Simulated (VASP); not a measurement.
Wanted: the native input for a VASP 6.6.1 run.

| Property | Result |
| --- | --- |
| Task | density of states |
| Functional | PBE |
| Potentials or basis | VASP PAW PBE potentials, release 64 (Tb) |
| Cutoff | 520 eV |
| k mesh | 13 × 13 × 7 |
| Occupations | fermi-dirac, width 0.05 eV |
| Spin | collinear spin, ferromagnetic start |
| Starting moments | [6.0, 6.0] μB |
| Dipole correction | no |
| k mesh for the DOS | 20 × 20 × 11 |
| Occupations for the DOS | tetrahedron |
| Further INCAR settings | ALGO = Normal; EDIFF = 1e-06; NBANDS = 30 |

Crystal: Tb.

```
CELL_PARAMETERS angstrom
3.60100 0.00000 0.00000
-1.80050 3.11856 0.00000
0.00000 0.00000 5.69360
ATOMIC_POSITIONS crystal
Tb 0.33333 0.66667 0.25000
Tb 0.66667 0.33333 0.75000
```

One way to write it, as run:

POSCAR

```
Tb
1.0
    3.6010010916      0.0000000000      0.0000000000
   -1.8005005458      3.1185584244      0.0000000000
    0.0000000000      0.0000000000      5.6936000000
Tb
2
Direct
    0.3333333333      0.6666666667      0.2500000000
    0.6666666667      0.3333333333      0.7500000000
```

INCAR.step1

```
SYSTEM = Tb
ALGO = Normal
EDIFF = 1E-6
ENCUT = 520
GGA = PE
ISIF = 2
ISMEAR = -1
ISPIN = 2
LASPH = .TRUE.
LCHARG = .TRUE.
LMAXMIX = 6
LREAL = .FALSE.
LWAVE = .FALSE.
MAGMOM = 6 6
NBANDS = 30
NELM = 150
PREC = Accurate
SIGMA = 0.05
```

KPOINTS.step1

```
k-points
0
G
  13 13 7
  0 0 0
```

INCAR.step2

```
SYSTEM = Tb
ALGO = Normal
EDIFF = 1E-6
ENCUT = 520
GGA = PE
ICHARG = 11
ISIF = 2
ISMEAR = -5
ISPIN = 2
LASPH = .TRUE.
LCHARG = .FALSE.
LMAXMIX = 6
LORBIT = 10
LREAL = .FALSE.
LWAVE = .FALSE.
MAGMOM = 6 6
NBANDS = 30
NEDOS = 1001
NELM = 150
PREC = Accurate
SIGMA = 0.05
```

KPOINTS.step2

```
k-points
0
G
  20 20 11
  0 0 0
```

Potentials or basis: VASP PAW PBE potentials, release 64 (Tb).

Launch:

```sh
$ cat potpaw_PBE.64/Tb/POTCAR > POTCAR
$ cp INCAR.step1 INCAR
$ cp KPOINTS.step1 KPOINTS
$ mpirun -np 1 vasp_std > vasp.out
$ cp INCAR.step2 INCAR
$ cp KPOINTS.step2 KPOINTS
$ mpirun -np 1 vasp_std > vasp.out
```

It gave:

```json
{
  "Net moment": "11.97 μB per cell",
  "Site moments": "Tb +5.73 μB",
  "Valence electrons inside the program's atomic spheres": "Tb 16.31"
}
```

Caveat: the magnetic or orbital state may not be the lowest; spin-orbit coupling is left out, which moves the levels of the heavy elements.

It took 42 min on 1 thread of Intel(R) Xeon(R) Platinum 8488C (Sapphire Rapids), on a shared host, peak memory 0.77 GiB.
